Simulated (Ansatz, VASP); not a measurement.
# CsCaBr3 in VASP and in Ansatz

```
CELL_PARAMETERS angstrom
5.70867 0.00000 0.00000
0.00000 5.70867 0.00000
0.00000 0.00000 5.70867
ATOMIC_POSITIONS crystal
Cs 0.00000 0.00000 0.00000
Ca 0.50000 0.50000 0.50000
Br 0.50000 0.00000 0.50000
Br 0.00000 0.50000 0.50000
Br 0.50000 0.50000 0.00000
```

Alike in both runs: task single point; functional LDA; k mesh 6 × 6 × 6; occupations gaussian, width 0.05 eV; no spin polarisation.

|  | VASP | Ansatz |
| --- | --- | --- |
| version | VASP 6.6.1 | Ansatz 0.2.0 |
| potentials or method | VASP PAW LDA potentials, release 64 (Cs_sv, Ca_sv, Br), cutoff 520 eV | scalar-relativistic, plane waves, PAW |
| valence electrons in the cell | 40 | 40 |

VASP gave:

| Property | Result |
| --- | --- |
| gap on the k mesh at the Fermi level (eV) | 4.09 |
| least direct gap on the mesh (eV) | 4.34 |
| pressure (GPa) | -2.0 |

**Question.** Which values does Ansatz return?

**Answer.** gap on the k mesh at the Fermi level (eV): 4.08; least direct gap on the mesh (eV): 4.33; pressure (GPa): -2.1.

LDA's correlation is that of Perdew and Zunger in VASP and of Perdew and Wang (1992) in Ansatz.

Neither program's run includes spin-orbit coupling.
